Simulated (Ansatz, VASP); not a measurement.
## One calculation of Te, two programs

File INCAR:

```
SYSTEM = Te
ALGO = Normal
EDIFF = 1E-6
ENCUT = 520
GGA = PE
ISIF = 2
ISMEAR = -1
LASPH = .True.
LCHARG = .False.
LREAL = .False.
LWAVE = .False.
NBANDS = 20
NELM = 60
PREC = Accurate
SIGMA = 0.05
```

KPOINTS

```
k-points
0
Gamma
  5 4 9
  0 0 0
```

POSCAR

```
Te
1.0
    5.4710358333      0.0000000000      0.0000000000
    0.0000000000      8.3693398200      0.0000000000
    0.0000000000      0.0000000000      3.0803180595
Te
4
Direct
    0.3107647500      0.3930730700      0.7638832400
    0.1892352500      0.8930730700      0.2361167600
    0.6892352500      0.6069269300      0.7638832400
    0.8107647500      0.1069269300      0.2361167600
```

Contents of input.yaml:

```yaml
crystal:
  lattice:
    - [5.4710358333, 0.0, 0.0]
    - [0.0, 8.36933982, 0.0]
    - [0.0, 0.0, 3.0803180595]
  atoms:
    - { symbol: Te, position: [0.31076475, 0.39307307, 0.76388324] }
    - { symbol: Te, position: [0.18923525, 0.89307307, 0.23611676] }
    - { symbol: Te, position: [0.68923525, 0.60692693, 0.76388324] }
    - { symbol: Te, position: [0.81076475, 0.10692693, 0.23611676] }
hamiltonian:
  xc: pbe
  pseudopotentials: { kind: paw }
kpoints:
  mp_grid: { grid: [5, 4, 9] }
scf:
  occupations: { method: fermi_dirac, width: 0.05 }
output:
  forces: true
  stress: true
  eigenvalues: true
  write_density: true
  write_potential: true
  elf: true
  volumetric_format: npy
```

Alike in both runs: task single point; functional PBE; k mesh 5 × 4 × 9; occupations fermi-dirac, width 0.05 eV; no spin polarisation.

|  | VASP | Ansatz |
| --- | --- | --- |
| version | VASP 6.6.1 | Ansatz 0.2.0 |
| potentials or method | VASP PAW PBE potentials, release 64 (Te) | Ansatz PAW |
| plane-wave cutoff (eV) | 520 | 420 |
| valence electrons in the cell | 24 | 64 |

Ansatz gave:

* gap on the k mesh at the Fermi level (eV): none
* pressure (GPa): 0.9
* traceless stress, the component that is largest in VASP (GPa): 0.20
* rms of the force components (eV/Å): 0.243

Task: Estimate VASP's values.

Result: gap on the k mesh at the Fermi level (eV): none; pressure (GPa): 0.9; traceless stress, the component that is largest in VASP (GPa): 0.23; rms of the force components (eV/Å): 0.255.

Atom by atom the forces differ by 0.013 eV/Å (rms over components). A gap of «none» marks a metal or a gap that the smearing closes. VASP's potentials hold 24 valence electrons a cell and Ansatz's 64, so a difference there can come from the potentials and not from the codes.

Neither program's run includes spin-orbit coupling.
